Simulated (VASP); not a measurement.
# AsH3 in VASP: a series of runs, part 3 of 3

VASP 6.6.1.

## Step 5: Relaxation of the atoms, PBE+D3(BJ)

INCAR reads:

```
PREC = Accurate ; ENCUT = 450
EDIFF = 1E-7 ; ISMEAR = 0
SIGMA = 0.005 ; LREAL = F
LASPH = T ; NELM = 120
ALGO = Normal ; ISIF = 2
LWAVE = F ; LCHARG = F
GGA = PE ; IVDW = 12
IBRION = 2 ; NSW = 100
EDIFFG = -0.03 ; GGA_COMPAT = F
NELMIN = 4 ; NELMDL = -8
```

KPOINTS reads:

```
Automatic mesh
0
Gamma
  1 1 1
```

POSCAR reads:

```
AsH3
1.0
   12.5572003111      0.0000000000      0.0000000000
    0.0000000000     13.0572003111      0.0000000000
    0.0000000000      0.0000000000     13.5572003111
As H
1 3
Direct
    0.5284498000      0.5081286000      0.4594166700
    0.5277445800      0.4192337700      0.5204703200
    0.5482395800      0.5721480900      0.5454273800
    0.4083849000      0.5210002200      0.4776785300
```

Potentials or basis: VASP PAW PBE potentials, release 64 (As_d, H).

The run is started by

```
$ cat potpaw_PBE.64/As_d/POTCAR potpaw_PBE.64/H/POTCAR > POTCAR
$ mpirun -np 1 vasp_gam > vasp.out
```

OUTCAR:

```text
PREC = Accurate
   ENCUT = 450
   EDIFF = 1E-7
   ISMEAR = 0
   LREAL = F
   LASPH = T
   NELM = 120
   ISIF = 2
   GGA = PE
   IVDW = 12
   IBRION = 2
   NSW = 100
   EDIFFG = -0.03
   NELMIN = 4
   NELMDL = -8
 IVDW          = 12

 ion  position               nearest neighbor table
   1  0.528  0.508  0.459-   2 1.43   3 1.46   4 1.54
   2  0.528  0.419  0.520-   1 1.43
   3  0.548  0.572  0.545-   1 1.46
   4  0.408  0.521  0.478-   1 1.54

  LATTYP: Found a simple orthorhombic cell.
 ALAT       =    12.5572003111
 B/A-ratio  =     1.0398177928
 C/A-ratio  =     1.0796355856

  Lattice vectors:

 A1 = (  12.5572003111,   0.0000000000,   0.0000000000)
 A2 = (   0.0000000000,  13.0572003111,   0.0000000000)
 A3 = (   0.0000000000,   0.0000000000,  13.5572003111)

Analysis of symmetry for initial positions (statically):
=====================================================================
 Subroutine PRICEL returns:
 Original cell was already a primitive cell.

 Routine SETGRP: Setting up the symmetry group for a
 simple orthorhombic supercell.

 Subroutine GETGRP returns: Found  1 space group operations
 (whereof  1 operations were pure point group operations)
 out of a pool of  8 trial point group operations.

The static configuration has the point symmetry C_1 .

Analysis of symmetry for dynamics (positions and initial velocities):
=====================================================================
 Subroutine PRICEL returns:
 Original cell was already a primitive cell.

 Routine SETGRP: Setting up the symmetry group for a
 simple orthorhombic supercell.

 Subroutine GETGRP returns: Found  1 space group operations
 (whereof  1 operations were pure point group operations)
 out of a pool of  8 trial point group operations.

The dynamic configuration has the point symmetry C_1 .

 Subroutine INISYM returns: Found  1 space group operations
 (whereof  1 operations are pure point group operations),
 and found     1 'primitive' translations

----------------------------------------------------------------------------------------

                                     Primitive cell

  volume of cell :    2222.8640

  direct lattice vectors                    reciprocal lattice vectors
    12.557200311  0.000000000  0.000000000     0.079635586  0.000000000  0.000000000
     0.000000000 13.057200311  0.000000000     0.000000000  0.076586096  0.000000000
     0.000000000  0.000000000 13.557200311     0.000000000  0.000000000  0.073761542

  length of vectors
    12.557200311 13.057200311 13.557200311     0.079635586  0.076586096  0.073761542

  position of ions in fractional coordinates (direct lattice)
     0.528449800  0.508128600  0.459416670
     0.527744580  0.419233770  0.520470320
     0.548239580  0.572148090  0.545427380
     0.408384900  0.521000220  0.477678530

  ion indices of the primitive-cell ions
   primitive index   ion index
                 1           1
                 2           2
                 3           3
                 4           4

----------------------------------------------------------------------------------------

 KPOINTS: Automatic mesh

Automatic generation of k-mesh.
 Grid dimensions read from file:
 generate k-points for:    1    1    1

 Generating k-lattice:

  Cartesian coordinates                     Fractional coordinates (reciprocal lattice)
     0.079635586  0.000000000  0.000000000     1.000000000  0.000000000  0.000000000
     0.000000000  0.076586096  0.000000000     0.000000000  1.000000000  0.000000000
     0.000000000  0.000000000  0.073761542     0.000000000  0.000000000  1.000000000

  Length of vectors
     0.079635586  0.076586096  0.073761542

  Shift w.r.t. Gamma in fractional coordinates (k-lattice)
     0.000000000  0.000000000  0.000000000

 Subroutine IBZKPT returns following result:
 ===========================================

 Found      1 irreducible k-points:

 Following reciprocal coordinates:
            Coordinates               Weight
  0.000000  0.000000  0.000000      1.000000
   k-points           NKPTS =      1   k-points in BZ     NKDIM =      1   number of bands    NBANDS=     13
   number of dos      NEDOS =    301   number of ions     NIONS =      4
   total plane-waves  NPLWV = 777600
   dimension x,y,z NGX =    90 NGY =   90 NGZ =   96
   dimension x,y,z NGXF=   180 NGYF=  180 NGZF=  192
   ions per type =               1   3
   NGX,Y,Z   is equivalent  to a cutoff of  11.92, 11.46, 11.77 a.u.
   NGXF,Y,Z  is equivalent  to a cutoff of  23.83, 22.92, 23.54 a.u.
 SYSTEM =  unknown system
   PREC   = accura    normal or accurate (medium, high low for compatibility)
   ISTART =      0    job   : 0-new  1-cont  2-samecut
   ICHARG =      2    charge: 1-file 2-atom 10-const
   ISPIN  =      1    spin polarized calculation?
   LNONCOLLINEAR =      F non collinear calculations
   LSORBIT =      F    spin-orbit coupling
   LASPH  =      T    aspherical Exc in radial PAW
   ENCUT  =  450.0 eV  33.07 Ry    5.75 a.u.  21.72 22.58 23.45*2*pi/ulx,y,z
   NELM   =    120;   NELMIN=  4; NELMDL= -8     # of ELM steps
   EDIFF  = 0.1E-06   stopping-criterion for ELM
   LREAL  =      F    real-space projection
   EDIFFG = -.3E-01   stopping-criterion for IOM
   NSW    =    100    number of steps for IOM
   IBRION =      2    ionic relax: 0-MD 1-quasi-New 2-CG
   NFREE  =      1    steps in history (QN), initial steepest desc. (CG)
   ISIF   =      2    stress and relaxation
   ISYM   =      2    0-nonsym 1-usesym 2-fastsym
   POTIM  = 0.5000    time-step for ionic-motion
   TEBEG  =    0.0;   TEEND  =   0.0 temperature during run
   PSTRESS=    0.0 pullay stress
   NELECT =      18.0000    total number of electrons
   NUPDOWN=      -1.0000    fix difference up-down
   EMIN   =  10.00;   EMAX   =-10.00  energy-range for DOS
   EFERMI =   0.00;   METHOD = LEGACY
   ISMEAR =     0;   SIGMA  =   0.01  broadening in eV -4-tet -1-fermi 0-gaus
   EFERMI_NEDOS =   21; number of points for ismear=-14 and -15
   IALGO  =     38    algorithm
   IMIX   =      4    mixing-type and parameters
     AMIX     =   0.40;   BMIX     =  1.00
     AMIX_MAG =   1.60;   BMIX_MAG =  1.00
  volume/ion in A,a.u.               =     555.72      3750.16
  Fermi-wavevector in a.u.,A,eV,Ry     =   0.328747  0.621241  1.470441  0.108074
  Thomas-Fermi vector in A             =   1.222601
   LORBIT       =      0    0 simple, 1 ext, 2 COOP (PROOUT), +10 PAW based schemes
   GGA     = PE    functional components
   LHFCALC =     F    Hartree Fock is set to
   AEXX    =    0.0000 exact exchange contribution
   IVDW    =    12    specifies the selected vdW correction
   LEPSILON=     F    determine dielectric tensor
   LRPA    =     F    only Hartree local field effects (RPA)
 conjugate gradient relaxation of ions
 non-spin polarized calculation
 Gauss-broadening in eV      SIGMA  =   0.01
  energy-cutoff  :      450.00
  volume of cell :     2222.86
 maximum number of plane-waves:     24091
 NGX is ok and might be reduce to    90
   NGX = 43   NGY = 45   NGZ = 47

--------------------------------------- Ionic step        1  -------------------------------------------

 number of electron      18.0000028 magnetization

 Free energy of the ion-electron system (eV)
  ---------------------------------------------------
  ext. energy  EPLUGINS =         0.00000000
  ---------------------------------------------------
  free energy    TOTEN  =       -14.29113938 eV

  energy without entropy =      -14.29113938  energy(sigma->0) =      -14.29113938

------------------------ aborting loop because EDIFF is reached ----------------------------------------

 Edisp (eV)   -0.03945

 E8    (eV) :    -0.0126

  FORCE on cell =-STRESS in cart. coord.  units (eV):
  Direction    XX          YY          ZZ          XY          YZ          ZX
  --------------------------------------------------------------------------------------
  -------------------------------------------------------------------------------------
  Total      -0.09656     2.78295     2.13734     0.24542    -0.49182     0.51531
  in kB      -0.06960     2.00587     1.54053     0.17689    -0.35449     0.37142
  external pressure =        1.16 kB  Pullay stress =        0.00 kB
[... 233 lines left out ...]
  energy  without entropy=      -14.4968908628  energy(sigma->0) =      -14.49689086

--------------------------------------- Ionic step        7  -------------------------------------------

 number of electron      18.0000011 magnetization

 Free energy of the ion-electron system (eV)
  ---------------------------------------------------
  ext. energy  EPLUGINS =         0.00000000
  ---------------------------------------------------
  free energy    TOTEN  =       -14.45777656 eV

  energy without entropy =      -14.45777656  energy(sigma->0) =      -14.45777656

 E-fermi :  -6.7056     XC(G=0):  -0.4451

 val. band max:       -6.7650223000   @ k =   0.0000   0.0000   0.0000
 cond. band min:      -0.7932605936   @ k =   0.0000   0.0000   0.0000
 fundamental gap:      5.9717617065
 Fermi energy:        -6.7056218535

 k-point     1 :       0.0000    0.0000    0.0000
  band No.  band energies     occupation
      1     -39.5917      2.00000
      2     -39.5916      2.00000
      3     -39.5051      2.00000
      4     -39.5050      2.00000
      5     -39.4523      2.00000
      6     -16.0028      2.00000
      7      -8.7696      2.00000
      8      -8.7631      2.00000
      9      -6.7650      2.00000
     10      -0.7933      0.00000
     11      -0.3781      0.00000
     12      -0.3664      0.00000
     13       0.3388      0.00000
[... 33 lines left out ...]
  FREE ENERGIE OF THE ION-ELECTRON SYSTEM (eV)
  ---------------------------------------------------
  free  energy   TOTEN  =       -14.4970490910 eV

  energy  without entropy=      -14.4970490910  energy(sigma->0) =      -14.49704909

 reached required accuracy - stopping structural energy minimisation
```

CONTCAR:

```text
AsH3
   1.00000000000000
    12.5572003111000008    0.0000000000000000    0.0000000000000000
     0.0000000000000000   13.0572003111000008    0.0000000000000000
     0.0000000000000000    0.0000000000000000   13.5572003111000008
  As              H
     1     3
Direct
     0.5262580063193404    0.5095036845456747    0.4579579796637619
     0.5290821382251425    0.4129224542376039    0.5218261859050508
     0.5510654962468856    0.5765738870489427    0.5477196987078738
     0.4064132192086272    0.5215106541677725    0.4754890357233156

  0.00000000E+00  0.00000000E+00  0.00000000E+00
  0.00000000E+00  0.00000000E+00  0.00000000E+00
  0.00000000E+00  0.00000000E+00  0.00000000E+00
  0.00000000E+00  0.00000000E+00  0.00000000E+00
```

Run time: 10 min. Hardware: 1 thread of Intel Xeon Platinum 8375C at 2.90GHz (Ice Lake), shared host; peak memory 1.4 GiB.

Results:

```
Free energy                     : -14.4970 eV
Energy gained by relaxing       : 41.6 meV/atom
Ionic steps                     : 7
Largest force after relaxing    : 0.016 eV/Å
Gap between the frontier levels : 5.97 eV
Dispersion energy per atom      : -0.010 eV
```

Forces on the atoms (eV/Å):
```
As   0.000  0.015 -0.007
H   -0.005 -0.013  0.008
H   -0.002  0.001 -0.003
H    0.008 -0.003  0.002
```

Step by step:
```
step  energy change (eV)  largest force (eV/Å)  pressure (GPa)
   1              0.0000                2.4088            0.12
   2             -0.0407                1.9944           -0.08
   3             -0.1482                0.2788            0.00
   4             -0.1562                0.1860            0.00
   5             -0.1622                0.3112            0.00
   6             -0.1663                0.0656           -0.01
   7             -0.1665                0.0163           -0.01
```

Final structure:
```yaml
crystal:
  lattice:
    - [12.55720, 0.00000, 0.00000]
    - [0.00000, 13.05720, 0.00000]
    - [0.00000, 0.00000, 13.55720]
  atoms:
    - { symbol: As, position: [0.52626, 0.50950, 0.45796] }
    - { symbol: H, position: [0.52908, 0.41292, 0.52183] }
    - { symbol: H, position: [0.55107, 0.57657, 0.54772] }
    - { symbol: H, position: [0.40641, 0.52151, 0.47549] }
```

Levels at points of the mesh, in eV from the valence-band top:
| k point | band 7 | band 8 | band 9 | band 10 | band 11 | band 12 |
| --- | --- | --- | --- | --- | --- | --- |
| (0.00, 0.00, 0.00) | -2.00 | -2.00 | 0.00 | 5.97 | 6.39 | 6.40 |

## Step 6: Single point, r2SCAN

POSCAR reads:

```
AsH3
1.0
   12.5572003111      0.0000000000      0.0000000000
    0.0000000000     13.0572003111      0.0000000000
    0.0000000000      0.0000000000     13.5572003111
As H
1 3
Direct
    0.5262628400      0.5096004700      0.4578352900
    0.5290580700      0.4128441100      0.5217632200
    0.5511202500      0.5766399000      0.5477206000
    0.4063777000      0.5214262000      0.4756737900
```

INCAR.step1 reads:

```
SYSTEM = AsH3
PREC = Accurate
ENCUT = 440
ISMEAR = 0
SIGMA = 0.005
LREAL = .FALSE.
LASPH = .TRUE.
NELM = 120
NBANDS = 17
GGA = PE
ALGO = Normal
EDIFF = 1E-5
LWAVE = .TRUE.
LCHARG = .FALSE.
GGA_COMPAT = .FALSE.
NELMDL = -8
```

INCAR.step2 reads:

```
SYSTEM = AsH3
PREC = Accurate
ENCUT = 440
EDIFF = 1E-6
ISMEAR = 0
SIGMA = 0.005
LREAL = .FALSE.
LASPH = .TRUE.
NELM = 120
ALGO = Normal
ISIF = 2
LWAVE = .FALSE.
LCHARG = .TRUE.
METAGGA = R2SCAN
LMIXTAU = .TRUE.
LELF = .TRUE.
LVHAR = .TRUE.
NBANDS = 17
ISTART = 1
GGA_COMPAT = .FALSE.
```

KPOINTS reads:

```
regular mesh
0
G
  1 1 1
  0 0 0
```

Potentials or basis: VASP PAW PBE potentials, release 64 (As_d, H).

The run is started by

```
$ cat potpaw_PBE.64/As_d/POTCAR potpaw_PBE.64/H/POTCAR > POTCAR
$ cp INCAR.step1 INCAR
$ mpirun -np 1 vasp_gam > vasp.out
$ cp INCAR.step2 INCAR
$ mpirun -np 1 vasp_gam > vasp.out
```

Run time: 6.6 min. Hardware: 1 thread of Intel Xeon Platinum 8375C at 2.90GHz (Ice Lake), shared host; peak memory 1.6 GiB.

It converged, with:

- Free energy: -24.6651 eV
- Largest force: 0.435 eV/Å
- Gap between the frontier levels: 6.77 eV

Forces on the atoms (eV/Å):
```
As  -0.189 -0.043  0.390
H   -0.001  0.194 -0.144
H   -0.045 -0.131 -0.198
H    0.234 -0.020 -0.048
```

Levels at points of the mesh, in eV from the valence-band top:
```
           k point  band 5  band 6  band 7  band 8  band 9  band 10  band 11  band 12  band 13  band 14
(0.00, 0.00, 0.00)  -33.39   -9.58   -2.08   -2.07    0.00     6.77     7.00     7.01     7.52     7.90
```

Caveat: the PAW data sets were made with another functional, which shifts forces and pressure a little.

## Step 7: Summary

| task | level | cell | cutoff (eV) | gap on the mesh (eV) | largest force (eV/Å) |
| --- | --- | --- | --- | --- | --- |
| single point | PBE+D4 | as given, atomic positions A | 400 | 5.97 | 0.03 |
| single point | r2SCAN+rVV10 | as given, atomic positions A | 440 | 6.77 | 0.43 |
| single point | RPBE | as given, atomic positions A | 400 | 5.89 | 0.04 |
| relaxation of the atoms | PBE+D3(BJ) | atoms relaxed, atomic positions B | 450 | 5.97 | 0.02 |
| single point | r2SCAN | as given, atomic positions A | 440 | 6.77 | 0.44 |

Alike in all rows: potentials or basis VASP PAW PBE potentials, release 64 (As_d, H); no spin polarisation; k mesh 1 × 1 × 1; smearing gaussian 0.005 eV.

On the cell as given the gap runs from 5.89 eV (RPBE) to 6.77 eV (r2SCAN+rVV10).

Caveats: the PAW data sets were made with another functional, which shifts forces and pressure a little (at least some runs).

Total energies depend on the potentials used, so only differences within one code and one set of settings carry meaning.
